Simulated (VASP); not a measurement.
A run of VASP 6.6.1 is set up as follows.

File INCAR:

```
PREC = Accurate ; ENCUT = 520
EDIFF = 1E-7 ; ISMEAR = -1
SIGMA = 0.05 ; LREAL = F
LASPH = T ; NELM = 60
ALGO = Normal ; ISIF = 2
LWAVE = F ; LCHARG = F
GGA = RP ; NBANDS = 54
```

The input KPOINTS:

```
Automatic mesh
0
Gamma
  2 2 2
  0.5 0.5 0.5
```

The input POSCAR:

```
K2ZnSnF6
1.0
    8.1045260000      0.0000000000      0.0000000000
    0.0000000000      4.0522630000      0.0000000000
    0.0000000000      0.0000000000      4.0522630000
K Sn Zn F
2 1 1 6
Direct
    0.0017920000      0.0070160000      0.9833300000
    0.4982000000      0.0121200000      0.0135100000
    0.2560280000      0.5221670000      0.4937540000
    0.7502690000      0.5017070000      0.5164280000
    0.2469970000      0.4934500000      0.0192610000
    0.7535510000      0.5049460000      0.0078650000
    0.9961430000      0.5126730000      0.5030500000
    0.4961360000      0.4805150000      0.5138690000
    0.2537060000      0.0199760000      0.4886860000
    0.7539770000      0.0116680000      0.4918630000
```

Potentials or basis: VASP PAW PBE potentials, release 64 (K_sv, Sn_d, Zn, F).

Launch:

```bash
$ cat potpaw_PBE.64/K_sv/POTCAR potpaw_PBE.64/Sn_d/POTCAR potpaw_PBE.64/Zn/POTCAR potpaw_PBE.64/F/POTCAR > POTCAR
$ mpirun -np 1 vasp_std > vasp.out
```

Q: Estimate the largest force.

A: 4.941 eV/Å.

Q: Predict the band gap on the k mesh.

A: 2.64 eV.

Forces on the atoms (eV/Å):
```
K   -0.565  0.021  0.144
K    0.731 -0.078 -0.149
Sn  -2.088  0.206  2.362
Zn   0.006  0.354 -0.333
F   -0.098 -0.431 -1.993
F   -0.217  0.076  0.156
F   -2.500 -0.101 -0.062
F    4.934 -0.272  0.033
F   -0.005  0.740 -0.230
F   -0.198 -0.514  0.072
```

Caveat: the k points lie up to 0.78 Å⁻¹ apart; the PAW data sets were made with another functional, which shifts forces and pressure a little; spin-orbit coupling is left out, which moves the levels of the heavy elements.
